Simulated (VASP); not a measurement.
A run of VASP 6.6.1 is set up as follows.

File POSCAR:

```
AlIn2N3
1.0
    5.1800175020     -2.9808312210      0.0000000000
    5.1800175020      2.9808312210      0.0000000000
    0.0000000000      0.0000000000      5.3927053668
Al In N
2 4 6
Direct
    0.3410037454      0.6589962546      0.9890983067
    0.6589962546      0.3410037454      0.4890983067
    0.9881787417      0.3355431509      0.9867266625
    0.6644568491      0.0118212583      0.9867266625
    0.0118212583      0.6644568491      0.4867266625
    0.3355431509      0.9881787417      0.4867266625
    0.9695567266      0.3328478541      0.3857459575
    0.6671521459      0.0304432734      0.3857459575
    0.0304432734      0.6671521459      0.8857459575
    0.3328478541      0.9695567266      0.8857459575
    0.3681129852      0.6318870148      0.3379564533
    0.6318870148      0.3681129852      0.8379564533
```

INCAR.step1

```
PREC = Accurate
ENCUT = 520
ISMEAR = 0
SIGMA = 0.02
LREAL = False
LASPH = True
NELM = 60
NBANDS = 56
GGA = PE
ALGO = Normal
EDIFF = 1E-4
LWAVE = True
LCHARG = False
```

File INCAR.step2:

```
PREC = Accurate
ENCUT = 520
EDIFF = 1E-6
ISMEAR = 0
SIGMA = 0.02
LREAL = False
LASPH = True
NELM = 60
ALGO = Normal
ISIF = 2
LWAVE = False
LCHARG = False
METAGGA = R2SCAN
LMIXTAU = True
NBANDS = 56
ISTART = 1
```

Contents of KPOINTS:

```
Automatic mesh
0
Gamma
  6 6 6
```

Potentials or basis: VASP PAW PBE potentials, release 64 (Al, In_d, N).

Launch:

```bash
$ cat potpaw_PBE.64/Al/POTCAR potpaw_PBE.64/In_d/POTCAR potpaw_PBE.64/N/POTCAR > POTCAR
$ cp INCAR.step1 INCAR
$ mpirun -np 1 vasp_std > vasp.out
$ cp INCAR.step2 INCAR
$ mpirun -np 1 vasp_std > vasp.out
```

(1) Predict the pressure.

(2) Predict the largest force.

(3) Predict the band gap on the k mesh.

## Answers

(1) -3.0 GPa.

(2) 0.272 eV/Å.

(3) 1.31 eV.

Caveat: the cell differs from its parent crystal (biaxial strain in the a-b plane: +1.5 %); the cell stands under tension; the PAW data sets were made with another functional, which shifts forces and pressure a little; spin-orbit coupling is left out, which moves the levels of the heavy elements.
